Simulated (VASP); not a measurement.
Set up this calculation in VASP 6.6.1, as the native input.

| Property | Result |
| --- | --- |
| Task | single point |
| Functional | PBE |
| Potentials or basis | VASP PAW PBE potentials, release 64 (Mn_pv, Sb) |
| Cutoff | 520 eV |
| k mesh | 4 × 4 × 4 |
| Occupations | gaussian, width 0.1 eV |
| Spin | collinear spin, ferromagnetic start |
| Starting moments | [4.0, 0.0] μB |
| Dipole correction | no |
| Further INCAR settings | ALGO = Normal; EDIFF = 1e-06; NBANDS = 20 |

The structure of MnSb lies in POSCAR:

```
MnSb
1.0
    0.0000000000      2.7950160000      2.7950160000
    2.7950160000      0.0000000000      2.7950160000
    2.7950160000      2.7950160000      0.0000000000
Mn Sb
1 1
Direct
    0.0000000000      0.0000000000      0.0000000000
    0.5000000000      0.5000000000      0.5000000000
```

These files were run (other wordings do the same):

INCAR

```
SYSTEM = MnSb
PREC = Accurate ; ENCUT = 520
EDIFF = 1E-6 ; ISMEAR = 0
SIGMA = 0.1 ; LREAL = .False.
LASPH = .True. ; NELM = 150
ALGO = Normal ; ISIF = 2
LWAVE = .False. ; LCHARG = .False.
ISPIN = 2 ; MAGMOM = 4 0
LORBIT = 11 ; LMAXMIX = 4
GGA = PE ; NBANDS = 20
```

KPOINTS

```
regular mesh
0
Gamma
  4 4 4
  0 0 0
```

Potentials or basis: VASP PAW PBE potentials, release 64 (Mn_pv, Sb).

Command:

```sh
$ cat potpaw_PBE.64/Mn_pv/POTCAR potpaw_PBE.64/Sb/POTCAR > POTCAR
$ mpirun -np 1 vasp_std > vasp.out
```

It gave:

```json
{
  "Pressure": "-0.2 GPa",
  "Net moment": "3.81 μB per cell",
  "Site moments": "Mn +3.76; Sb -0.11 μB",
  "Valence electrons inside the program's atomic spheres": "Mn 11.46; Sb 2.48"
}
```

Caveat: the k points lie up to 0.49 Å⁻¹ apart; a cell with one magnetic atom can't hold antiferromagnetic order, which such compounds often take.

Wall time 43 s on 1 thread of Intel Xeon 8259CL (shared host), peak memory 0.18 GiB.
